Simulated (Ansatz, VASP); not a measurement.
**Two plane-wave programs on RbCl**

Contents of POSCAR:

```
RbCl
1.0
    0.0000000000      3.3058128251      3.3058128251
    3.3058128251      0.0000000000      3.3058128251
    3.3058128251      3.3058128251      0.0000000000
Rb Cl
1 1
Direct
    0.0000000000      0.0000000000      0.0000000000
    0.5000000000      0.5000000000      0.5000000000
```

INCAR.step1

```
SYSTEM = RbCl
ALGO = Normal ; EDIFF = 1E-5
ENCUT = 550 ; GGA = PE
GGA_COMPAT = .False. ; ISMEAR = 0
LASPH = .True. ; LCHARG = .False.
LREAL = .False. ; LWAVE = .True.
NBANDS = 15 ; NELM = 120
PREC = Accurate ; SIGMA = 0.01
```

File INCAR.step2:

```
SYSTEM = RbCl
ALGO = Normal ; EDIFF = 1E-6
ENCUT = 550 ; GGA_COMPAT = .False.
ISIF = 2 ; ISMEAR = 0
ISTART = 1 ; LASPH = .True.
LCHARG = .True. ; LELF = .True.
LMIXTAU = .True. ; LREAL = .False.
LVHAR = .True. ; LWAVE = .False.
METAGGA = R2SCAN ; NBANDS = 15
NELM = 120 ; PREC = Accurate
SIGMA = 0.01
```

Contents of KPOINTS:

```
k-points
0
Gamma
  6 6 6
  0 0 0
```

Input for Ansatz:

```yaml
crystal:
  lattice:
    - [0.0, 3.3058128251, 3.3058128251]
    - [3.3058128251, 0.0, 3.3058128251]
    - [3.3058128251, 3.3058128251, 0.0]
  atoms:
    - { symbol: Rb, position: [0.0, 0.0, 0.0] }
    - { symbol: Cl, position: [0.5, 0.5, 0.5] }
kpoints:
  mp_grid: { grid: [6, 6, 6] }
hamiltonian:
  xc: r2scan
scf:
  occupations: { method: fixed }
  n_extra_bands: 4
output:
  forces: true
  stress: true
  eigenvalues: true
```

Alike in both runs: task single point; functional r2SCAN; k mesh 6 × 6 × 6; no spin polarisation.

|  | VASP | Ansatz |
| --- | --- | --- |
| version | VASP 6.6.1 | Ansatz 0.2.0 |
| potentials or method | VASP PAW PBE potentials, release 64 (Rb_sv, Cl) | plane waves, PAW |
| plane-wave cutoff (eV) | 550 | 500 |
| occupations | gaussian, width 0.01 eV | fixed |
| valence electrons in the cell | 16 | 16 |

```csv
,VASP,Ansatz,Ansatz less VASP
gap on the k mesh at the Fermi level (eV),5.56,5.56,-0.001
pressure (GPa),0.0,0.0,-0.01
```

VASP's potentials were made for PBE, not for r2SCAN.
